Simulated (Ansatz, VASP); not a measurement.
**One calculation of Ta2C3, two programs**

```
Ta C
1.0
     2.81366   -1.58838   -0.00042
     2.81366    1.58838   -0.00042
    -0.87854    0.00000    6.02608
Ta C
2 3
Cartesian
  0.9920 0.0000 4.8112
  3.7568 0.0000 1.2140
  0.0000 0.0000 0.0000
  1.8942 0.0000 2.5238
  2.8546 0.0000 3.5014
```

Change from the starting cell: the structure that the rattled A-type sesquioxide type (P-3m1, No. 164) fell into.

Alike in both runs: functional PBE; k mesh 14 × 14 × 6; occupations gaussian, width 0.1 eV; no spin polarisation.

Ansatz relaxed the structure, and its values are those at the end. VASP's run is a single point on that final structure, the one shown.

|  | VASP | Ansatz |
| --- | --- | --- |
| version | VASP 6.6.1 | Ansatz 0.2.0 |
| potentials or method | VASP PAW PBE potentials, release 64 (Ta_pv, C), cutoff 520 eV | scalar-relativistic, plane waves, PAW |
| valence electrons in the cell | 34 | 38 |

|  | VASP | Ansatz | Ansatz less VASP |
| --- | --- | --- | --- |
| gap on the k mesh at the Fermi level (eV) | none | none | - |
| pressure (GPa) | 0.6 | 0.0 | -0.61 |
| rms of the force components (eV/Å) | 0.020 | 0.000 | -0.0199 |

A gap of «none» marks a metal or a gap that the smearing closes. VASP's potentials hold 34 valence electrons a cell and Ansatz's 38, so a difference there can come from the potentials and not from the codes.

Neither program's run includes spin-orbit coupling.
